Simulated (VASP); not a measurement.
# Si3Cl2 (P6/mmm) in VASP: single point with PBE

Aim: the single point of Si3Cl2 with PBE.

All numbers are computed with VASP 6.6.1; they aren't measurements. Logs are shortened: lines on timing, memory, paths and dates and some standing lists are left out, and cuts for length are marked.

### Step 1. The cell of the first run

The structure is hexagonal, space group P6/mmm (No. 191). The conventional cell has a = 4.835 Å, b = 4.835 Å, c = 7.181 Å, α = 90.00°, β = 90.00°, γ = 120.00°. Si (site symmetry 6mm) has 2 Si at 2.23 to 2.48 Å within 2.9 Å. Si (site symmetry 6/mmm) has 2 Si at 2.48 Å and 6 Cl at 2.79 Å within 3.3 Å. Within 3.8 Å of Cl (site symmetry -6m2) lie 3 Cl at 2.79 Å and 9 Si at 2.79 to 3.73 Å.

The cell was built from a structure type or drawn by symmetry, and may not be a known phase.

### Step 2. Single point, PBE

INCAR reads:

```
SYSTEM = Si3Cl2
PREC = Accurate
ENCUT = 500
EDIFF = 1E-6
ISMEAR = 0
SIGMA = 0.2
LREAL = .FALSE.
LASPH = .TRUE.
NELM = 120
ALGO = Normal
ISIF = 2
LWAVE = .FALSE.
LCHARG = .FALSE.
GGA = PE
NBANDS = 21
GGA_COMPAT = .FALSE.
```

KPOINTS reads:

```
regular mesh
0
G
  4 4 3
  0 0 0
```

POSCAR reads:

```
Si3Cl2
1.0
    4.8346366909      0.0000000000      0.0000000000
   -2.4173183455      4.1869181924      0.0000000000
    0.0000000000      0.0000000000      7.1814094555
Si Cl
3 2
Direct
    0.0000000000      0.0000000000      0.1551479434
    0.0000000000      0.0000000000      0.8448520566
    0.0000000000      0.0000000000      0.5000000000
    0.3333333333      0.6666666667      0.5000000000
    0.6666666667      0.3333333333      0.5000000000
```

Potentials or basis: VASP PAW PBE potentials, release 64 (Si, Cl).

Launch:

```console
> cat potpaw_PBE.64/Si/POTCAR potpaw_PBE.64/Cl/POTCAR > POTCAR
> mpirun -np 1 vasp_std > vasp.out
```

OUTCAR:

```text
SYSTEM = Si3Cl2
   PREC = Accurate
   ENCUT = 500
   EDIFF = 1E-6
   ISMEAR = 0
   LREAL = .FALSE.
   LASPH = .TRUE.
   NELM = 120
   ISIF = 2
   GGA = PE

 ion  position               nearest neighbor table
   1  0.000  0.000  0.155-   2 2.23   3 2.48
   2  0.000  0.000  0.845-   1 2.23   3 2.48
   3  0.000  0.000  0.500-   1 2.48   2 2.48   4 2.79   5 2.79   5 2.79   4 2.79   5 2.79   4 2.79

   4  0.333  0.667  0.500-   3 2.79   3 2.79   3 2.79
   5  0.667  0.333  0.500-   3 2.79   3 2.79   3 2.79

  LATTYP: Found a hexagonal cell.
 ALAT       =     4.8346366909
 C/A-ratio  =     1.4854082974

  Lattice vectors:

 A1 = (   4.8346366909,   0.0000000000,   0.0000000000)
 A2 = (  -2.4173183455,   4.1869181924,   0.0000000000)
 A3 = (   0.0000000000,   0.0000000000,   7.1814094555)

Analysis of symmetry for initial positions (statically):
=====================================================================
 Subroutine PRICEL returns:
 Original cell was already a primitive cell.

 Routine SETGRP: Setting up the symmetry group for a
 hexagonal supercell.

 Subroutine GETGRP returns: Found 24 space group operations
 (whereof 24 operations were pure point group operations)
 out of a pool of 24 trial point group operations.

The static configuration has the point symmetry D_6h.

Analysis of symmetry for dynamics (positions and initial velocities):
=====================================================================
 Subroutine PRICEL returns:
 Original cell was already a primitive cell.

 Routine SETGRP: Setting up the symmetry group for a
 hexagonal supercell.

 Subroutine GETGRP returns: Found 24 space group operations
 (whereof 24 operations were pure point group operations)
 out of a pool of 24 trial point group operations.

The dynamic configuration has the point symmetry D_6h.

 Subroutine INISYM returns: Found 24 space group operations
 (whereof 24 operations are pure point group operations),
 and found     1 'primitive' translations

----------------------------------------------------------------------------------------

                                     Primitive cell

  volume of cell :     145.3677

  direct lattice vectors                    reciprocal lattice vectors
     4.834636691  0.000000000  0.000000000     0.206840775  0.119419577  0.000000000
    -2.417318346  4.186918192  0.000000000     0.000000000  0.238839154  0.000000000
     0.000000000  0.000000000  7.181409455     0.000000000  0.000000000  0.139248431
[... 74 lines left out ...]
   LREAL  =      F    real-space projection
   EDIFFG = 0.1E-04   stopping-criterion for IOM
   NSW    =      0    number of steps for IOM
   IBRION =     -1    ionic relax: 0-MD 1-quasi-New 2-CG
   NFREE  =      0    steps in history (QN), initial steepest desc. (CG)
   ISIF   =      2    stress and relaxation
   ISYM   =      2    0-nonsym 1-usesym 2-fastsym
   POTIM  = 0.5000    time-step for ionic-motion
   TEBEG  =    0.0;   TEEND  =   0.0 temperature during run
   PSTRESS=    0.0 pullay stress
   NELECT =      26.0000    total number of electrons
   NUPDOWN=      -1.0000    fix difference up-down
   EMIN   =  10.00;   EMAX   =-10.00  energy-range for DOS
   EFERMI =   0.00;   METHOD = LEGACY
   ISMEAR =     0;   SIGMA  =   0.20  broadening in eV -4-tet -1-fermi 0-gaus
   EFERMI_NEDOS =   21; number of points for ismear=-14 and -15
   IALGO  =     38    algorithm
   IMIX   =      4    mixing-type and parameters
     AMIX     =   0.40;   BMIX     =  1.00
     AMIX_MAG =   1.60;   BMIX_MAG =  1.00
  volume/ion in A,a.u.               =      29.07       196.20
  Fermi-wavevector in a.u.,A,eV,Ry     =   0.922380  1.743046 11.575634  0.850785
  Thomas-Fermi vector in A             =   2.047901
   LORBIT       =      0    0 simple, 1 ext, 2 COOP (PROOUT), +10 PAW based schemes
   GGA     = PE    functional components
   LHFCALC =     F    Hartree Fock is set to
   AEXX    =    0.0000 exact exchange contribution
   IVDW    =     0    specifies the selected vdW correction
   LEPSILON=     F    determine dielectric tensor
   LRPA    =     F    only Hartree local field effects (RPA)
 non-spin polarized calculation
 Gauss-broadening in eV      SIGMA  =   0.20
  energy-cutoff  :      500.00
  volume of cell :      145.37
 maximum number of plane-waves:      3704
 NGX is ok and might be reduce to    36
   NGX = 17   NGY = 17   NGZ = 27

 number of electron      25.9999994 magnetization

 Free energy of the ion-electron system (eV)
  ---------------------------------------------------
  ext. energy  EPLUGINS =         0.00000000
  ---------------------------------------------------
  free energy    TOTEN  =       -16.06977605 eV

  energy without entropy =      -15.97703802  energy(sigma->0) =      -16.02340704

 E-fermi :   1.6159     XC(G=0):  -7.8560

 val. band max:        1.5603044132   @ k =   0.5000   0.0000   0.3333
 cond. band min:       1.6932288752   @ k =   0.5000   0.0000   0.0000
 fundamental gap:      0.1329244620
 Fermi energy:         1.6158781003

 k-point     1 :       0.0000    0.0000    0.0000
  band No.  band energies     occupation
      1     -13.9698      2.00000
      2     -11.7048      2.00000
      3      -7.0050      2.00000
      4      -4.6403      2.00000
      5      -4.2293      2.00000
      6      -2.6778      2.00000
[... 181 lines left out ...]
     20       8.3067      0.00000
     21       8.3615      0.00000

------------------------ aborting loop because EDIFF is reached ----------------------------------------

  FORCE on cell =-STRESS in cart. coord.  units (eV):
  Direction    XX          YY          ZZ          XY          YZ          ZX
  --------------------------------------------------------------------------------------
  -------------------------------------------------------------------------------------
  Total       -0.0034402     -0.0034402      0.2335195      0.0000000      0.0000000     -0.0000000
  in kB       -0.0379162     -0.0379162      2.5737465      0.0000000      0.0000000     -0.0000000
  external PRESSURE =       0.8326380 kB  Pullay stress =       0.0000000 kB

 VOLUME and BASIS-vectors are now :
 -----------------------------------------------------------------------------
  energy-cutoff  :      500.00
  volume of cell :      145.37
      direct lattice vectors                 reciprocal lattice vectors
     4.834636691  0.000000000  0.000000000     0.206840775  0.119419577  0.000000000
    -2.417318346  4.186918192  0.000000000     0.000000000  0.238839154  0.000000000
     0.000000000  0.000000000  7.181409455     0.000000000  0.000000000  0.139248431

 POSITION                                       TOTAL-FORCE (eV/Angst)
 -----------------------------------------------------------------------------------
      0.00000      0.00000      1.11418         0.000000     -0.000000     -0.034523
      0.00000      0.00000      6.06723         0.000000      0.000000      0.034523
      0.00000      0.00000      3.59070         0.000000     -0.000000     -0.000000
     -0.00000      2.79128      3.59070        -0.000000     -0.000000     -0.000000
      2.41732      1.39564      3.59070        -0.000000     -0.000000     -0.000000
 -----------------------------------------------------------------------------------
    total drift:                                0.000000     -0.000000     -0.000000

  FREE ENERGIE OF THE ION-ELECTRON SYSTEM (eV)
  ---------------------------------------------------
  free  energy   TOTEN  =       -16.0697760535 eV

  energy  without entropy=      -15.9770380234  energy(sigma->0) =      -16.02340704
```

OSZICAR:

```text
N       E                     dE             d eps       ncg     rms          rms(c)
DAV:   1     0.118983056824E+03    0.11898E+03   -0.10147E+04   336   0.982E+02
DAV:   2    -0.351821867505E+01   -0.12250E+03   -0.11717E+03   471   0.162E+02
DAV:   3    -0.164340111201E+02   -0.12916E+02   -0.12756E+02   406   0.549E+01
DAV:   4    -0.166824841422E+02   -0.24847E+00   -0.24804E+00   376   0.929E+00
DAV:   5    -0.166884898571E+02   -0.60057E-02   -0.60053E-02   430   0.150E+00    0.840E+00
DAV:   6    -0.161371851969E+02    0.55130E+00   -0.10083E+00   386   0.476E+00    0.507E+00
DAV:   7    -0.160745802366E+02    0.62605E-01   -0.29232E-01   401   0.238E+00    0.161E+00
DAV:   8    -0.160701892654E+02    0.43910E-02   -0.47489E-02   416   0.108E+00    0.299E-01
DAV:   9    -0.160695336583E+02    0.65561E-03   -0.10047E-02   422   0.475E-01    0.140E-01
DAV:  10    -0.160696736015E+02   -0.13994E-03   -0.89462E-04   386   0.147E-01    0.868E-02
DAV:  11    -0.160697645938E+02   -0.90992E-04   -0.35354E-04   418   0.911E-02    0.282E-02
DAV:  12    -0.160697743393E+02   -0.97455E-05   -0.22547E-05   386   0.249E-02    0.192E-02
DAV:  13    -0.160697751520E+02   -0.81271E-06   -0.12553E-05   389   0.152E-02    0.352E-03
DAV:  14    -0.160697760535E+02   -0.90147E-06   -0.15677E-06   299   0.589E-03
   1 F= -.16069776E+02 E0= -.16023407E+02  d E =-.927380E-01
```

Run time: 23 s. Hardware: 1 thread of Intel Xeon Platinum 8488C (Sapphire Rapids), shared host; peak memory 0.24 GiB.

Results:

- Free energy: -16.0698 eV
- Pressure: 0.1 GPa
- Largest force: 0.035 eV/Å
- Band gap on the k mesh: zero (bands 13 and 14 overlap by 0.63 eV)

Forces on the atoms (eV/Å):
```
Si   0.000  0.000 -0.035
Si   0.000  0.000  0.035
Si   0.000  0.000  0.000
Cl   0.000  0.000  0.000
Cl   0.000  0.000  0.000
```

Levels at points of the mesh, in eV from the Fermi level:
```
           k point  band 9  band 10  band 11  band 12  band 13  band 14  band 15  band 16
(0.00, 0.00, 0.00)   -3.06    -2.49    -1.35     0.52     0.52     1.22     1.99     2.46
(0.50, 0.00, 0.00)   -2.01    -1.99    -0.82    -0.67     0.08     1.83     2.05     2.11
```

Caveat: the k points lie up to 0.38 Å⁻¹ apart, too coarse for converged energies and pressures of a metal.
